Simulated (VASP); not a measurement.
Here is a VASP 6.6.1 calculation.

The input INCAR:

```
SYSTEM = Cd2C
ALGO = Normal ; EDIFF = 1E-7
ENCUT = 520 ; GGA = PE
ISIF = 2 ; ISMEAR = -1
LASPH = .True. ; LCHARG = .True.
LELF = .True. ; LREAL = .False.
LVHAR = .True. ; LWAVE = .False.
NBANDS = 21 ; NELM = 80
PREC = Accurate ; SIGMA = 0.03
```

File KPOINTS:

```
k-points
0
Gamma
  10 10 10
  0 0 0
```

File POSCAR:

```
Cd2C
1.0
    0.0000000000      2.9436491030      2.9436491030
    2.9436491030      0.0000000000      2.9436491030
    2.9436491030      2.9436491030      0.0000000000
C Cd
1 2
Direct
    0.0000000000      0.0000000000      0.0000000000
    0.2500000000      0.2500000000      0.2500000000
    0.7500000000      0.7500000000      0.7500000000
```

Potentials or basis: VASP PAW PBE potentials, release 64 (C, Cd).

Command:

```sh
$ cat potpaw_PBE.64/C/POTCAR potpaw_PBE.64/Cd/POTCAR > POTCAR
$ mpirun -np 1 vasp_std > vasp.out
```

(1) Estimate the pressure.

(2) Estimate the band gap on the k mesh.

Answers

(1) 0.7 GPa.

(2) zero (bands 14 and 15 overlap by 0.54 eV).
